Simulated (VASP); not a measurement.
Crystal: AlH4.

```xyz
5
Lattice="3.0519 0.0000 0.0000 0.0000 3.0519 0.0000 0.0000 0.0000 6.0921" Properties=species:S:1:pos:R:3 pbc="T T T"
Al    1.5259    1.5259    0.0000
H     2.0172    2.0172    3.0461
H     1.0347    1.0347    3.0461
H     1.0347    2.0172    3.0461
H     2.0172    1.0347    3.0461
```

The cell was generated, and may not be a known phase.

| Item | Value |
| --- | --- |
| Program | VASP 6.6.1 |
| Task | relaxation of cell and atoms |
| Functional | PBE |
| Potentials or basis | VASP PAW PBE potentials, release 64 (Al, H) |
| Cutoff | 600 eV |
| k mesh | 6 × 6 × 4 |
| Occupations | gaussian, width 0.1 eV |
| Spin | no spin polarisation |

At the start: pressure -2.1 GPa; volume 11.35 Å³/atom.

Question: How do energy, volume and symmetry change on relaxing?

Answer: Over 21 steps the energy falls by 344.5 meV/atom and the volume is 8.58 Å³/atom (-24.4 %); space group P4/mmm (No. 123, to 0.1 Å) before and after.

Step by step:
| step | energy change (eV) | largest force (eV/Å) | pressure (GPa) | volume (Å³) |
| --- | --- | --- | --- | --- |
| 1 | 0.0000 | 2.7675 | -2.08 | 56.74 |
| 2 | -0.7966 | 0.4063 | -7.67 | 55.54 |
| 3 | -0.8447 | 0.1052 | -8.55 | 55.26 |
| 4 | -0.8511 | 0.3193 | -9.83 | 54.71 |
| 5 | -1.3123 | 0.0513 | -8.07 | 48.39 |
| 6 | -1.0794 | 0.0275 | 23.55 | 31.98 |
| 7 | -1.6058 | 0.1281 | -2.80 | 42.54 |
| 8 | -1.6536 | 0.2325 | 1.23 | 39.52 |
| 9 | -1.6535 | 0.2445 | 1.67 | 39.25 |
| 10 | -1.6745 | 0.1955 | 1.74 | 39.05 |
| 11 | -1.6636 | 0.2249 | 4.73 | 38.45 |
| 12 | -1.6901 | 0.1150 | 2.45 | 38.85 |
| 13 | -1.6915 | 0.0276 | 2.99 | 38.73 |
| 14 | -1.7084 | 0.0523 | 0.82 | 40.27 |
| 15 | -1.7088 | 0.0662 | 0.40 | 40.60 |
| 16 | -1.7124 | 0.0420 | 0.23 | 40.94 |
| 17 | -1.7181 | 0.0354 | -0.17 | 41.97 |
| 18 | -1.7183 | 0.0557 | -0.26 | 42.23 |
| 19 | -1.7208 | 0.0489 | 0.20 | 42.38 |
| 20 | -1.7212 | 0.0452 | 0.47 | 42.47 |
| 21 | -1.7226 | 0.0124 | 0.22 | 42.92 |

Final structure:
```
Al H
1.0
     2.57112    0.00000    0.00000
     0.00000    2.57112    0.00000
     0.00000    0.00000    6.49186
Al H
1 4
Direct
  0.50000 0.50000 0.00000
  0.75105 0.75105 0.50000
  0.24895 0.24895 0.50000
  0.24895 0.75105 0.50000
  0.75105 0.24895 0.50000
```

Caveat: the volume moved by over 15 % at a fixed basis, so the end points are rough.
